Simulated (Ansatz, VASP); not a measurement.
## Sb: VASP beside Ansatz

The input INCAR:

```
SYSTEM = Sb
PREC = Accurate
ENCUT = 520
EDIFF = 1E-7
ISMEAR = -1
SIGMA = 0.05
LREAL = .False.
LASPH = .True.
NELM = 80
ALGO = Normal
ISIF = 2
LWAVE = .False.
LCHARG = .True.
GGA = RP
IVDW = 13
LELF = .True.
LVHAR = .True.
NBANDS = 12
```

KPOINTS

```
regular mesh
0
Gamma
  8 8 8
  0 0 0
```

Contents of POSCAR:

```
Sb
1.0
    2.1250856202      1.2269187549      3.7072099901
   -2.1250856202      1.2269187549      3.7072099901
    0.0000000000     -2.4538375098      3.7072099901
Sb
2
Direct
    0.7665100000      0.7665100000      0.7665100000
    0.2334900000      0.2334900000      0.2334900000
```

The input input.yaml:

```yaml
crystal:
  lattice:
    - [2.1250856202, 1.2269187549, 3.7072099901]
    - [-2.1250856202, 1.2269187549, 3.7072099901]
    - [0.0, -2.4538375098, 3.7072099901]
  atoms:
    - { symbol: Sb, position: [0.76651, 0.76651, 0.76651] }
    - { symbol: Sb, position: [0.23349, 0.23349, 0.23349] }
hamiltonian:
  xc: rpbe
  pseudopotentials: { kind: paw }
  dispersion: d4
kpoints:
  mp_grid: { grid: [8, 8, 8] }
scf:
  occupations: { method: fermi_dirac, width: 0.05 }
output:
  forces: true
  stress: true
  eigenvalues: true
```

Alike in both runs: task single point; functional RPBE; dispersion D4; k mesh 8 × 8 × 8; occupations fermi-dirac, width 0.05 eV; no spin polarisation.

```csv
,VASP,Ansatz
version,VASP 6.6.1,Ansatz 0.2.0
potentials or method,"VASP PAW PBE potentials, release 64 (Sb)",Ansatz PAW
plane-wave cutoff (eV),520,420
valence electrons in the cell,10,30
```

```csv
,VASP,Ansatz,Ansatz less VASP
gap on the k mesh at the Fermi level (eV),none,none,-
pressure (GPa),1.2,1.2,-0.05
"traceless stress, the component that is largest in VASP (GPa)",-0.79,-0.74,+0.052
rms of the force components (eV/Å),0.288,0.261,-0.0271
```

VASP's potentials were made for PBE, not for RPBE. Atom by atom the forces differ by 0.027 eV/Å (rms over components). A gap of «none» marks a metal or a gap that the smearing closes. VASP's potentials hold 10 valence electrons a cell and Ansatz's 30, so a difference there can come from the potentials and not from the codes.

Neither program's run includes spin-orbit coupling.
